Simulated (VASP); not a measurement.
A run of VASP 6.6.1:

The input INCAR:

```
PREC = Accurate ; ENCUT = 520
EDIFF = 1E-6 ; ISMEAR = 0
SIGMA = 0.05 ; LREAL = False
LASPH = True ; NELM = 80
ALGO = Normal ; ISIF = 2
LWAVE = False ; LCHARG = True
GGA = PS ; LELF = True
LVHAR = True ; NBANDS = 16
```

KPOINTS

```
Automatic mesh
0
Gamma
  9 9 6
```

POSCAR

```
MgO
1.0
    3.4191000000      0.0000000000      0.0000000000
   -1.7095500000      2.9610274581      0.0000000000
    0.0000000000      0.0000000000      4.9190000000
Mg O
2 2
Direct
    0.3333333333      0.6666666667      0.0036583380
    0.6666666667      0.3333333333      0.5036583380
    0.3333333333      0.6666666667      0.4009416620
    0.6666666667      0.3333333333      0.9009416620
```

Potentials or basis: VASP PAW PBE potentials, release 64 (Mg, O).

Command:

```sh
$ cat potpaw_PBE.64/Mg/POTCAR potpaw_PBE.64/O/POTCAR > POTCAR
$ mpirun -np 1 vasp_std > vasp.out
```

Hardware: 1 thread of Intel(R) Xeon(R) Platinum 8259CL CPU @ 2.50GHz (Skylake/Cascade Lake), with other jobs on the host.

Task: How long does it take, and how much memory?

Result: It took 37 s on 1 thread of Intel(R) Xeon(R) Platinum 8259CL CPU @ 2.50GHz (Skylake/Cascade Lake) (shared host), peak memory 0.19 GiB. Counts: scf iterations 12, k points 48.
